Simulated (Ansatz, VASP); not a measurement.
**One calculation of Zr3Sb2, two programs**

INCAR

```
  ALGO = Normal
  EDIFF = 1E-6
  EDIFFG = -0.04
  ENCUT = 600
  GGA = PE
  IBRION = 2
  ISIF = 3
  ISMEAR = 0
  LASPH = T
  LCHARG = F
  LREAL = F
  LWAVE = F
  NELM = 60
  NSW = 90
  PREC = Accurate
  SIGMA = 0.1
```

File KPOINTS:

```
k-points
0
Gamma
  4 4 4
```

File POSCAR:

```
Zr3Sb2
1.0
    4.7464155300      0.0000000000      0.0000000000
    0.0000000000      4.7464155300      0.0000000000
    0.0000000000      0.0000000000      4.7464155300
Zr Sb
3 2
Direct
    0.0000000000      0.5000000000      0.5000000000
    0.5000000000      0.0000000000      0.5000000000
    0.5000000000      0.5000000000      0.0000000000
    0.0000000000      0.0000000000      0.0000000000
    0.5000000000      0.5000000000      0.5000000000
```

Input for Ansatz:

```yaml
crystal:
  lattice:
    - [4.74641553, 0.0, 0.0]
    - [0.0, 4.74641553, 0.0]
    - [0.0, 0.0, 4.74641553]
  atoms:
    - { symbol: Zr, position: [0.0, 0.5, 0.5] }
    - { symbol: Zr, position: [0.5, 0.0, 0.5] }
    - { symbol: Zr, position: [0.5, 0.5, 0.0] }
    - { symbol: Sb, position: [0.0, 0.0, 0.0] }
    - { symbol: Sb, position: [0.5, 0.5, 0.5] }
basis:
  ecutwfc: 420
kpoints:
  mp_grid: { grid: [4, 4, 4] }
hamiltonian:
  xc: pbe
scf:
  occupations: { method: gaussian, width: 0.1 }
  lower_state_search: "off"
output:
  forces: true
  stress: true
  eigenvalues: true
relax:
  adjacent_minimum: "off"
  f_tol: 0.04
  max_steps: 70
  cell: { stress_tol: 0.4 }
```

Alike in both runs: task relaxation of cell and atoms; functional PBE; k mesh 4 × 4 × 4; occupations gaussian, width 0.1 eV; no spin polarisation.

```csv
,VASP,Ansatz
version,VASP 6.6.1,Ansatz 0.2.0
potentials or method,"VASP PAW PBE potentials, release 64 (Zr_sv, Sb), cutoff 600 eV","scalar-relativistic, plane waves, PAW"
valence electrons in the cell,46,66
```

|  | VASP | Ansatz | Ansatz less VASP |
| --- | --- | --- | --- |
| gap on the k mesh at the Fermi level, each at its own relaxed structure (eV) | none | none | - |
| relaxed volume (Å³/atom) | 29.49 | 29.34 | -0.154 |
| relaxed cell length with the largest relative difference (Å) | 5.283 | 5.274 | -0.0092 |

A gap of «none» marks a metal or a gap that the smearing closes. VASP's potentials hold 46 valence electrons a cell and Ansatz's 66, so a difference there can come from the potentials and not from the codes.

Neither program's run includes spin-orbit coupling. Noted on VASP's run: the volume moved by over 15 % at a fixed basis, so the end points are rough.
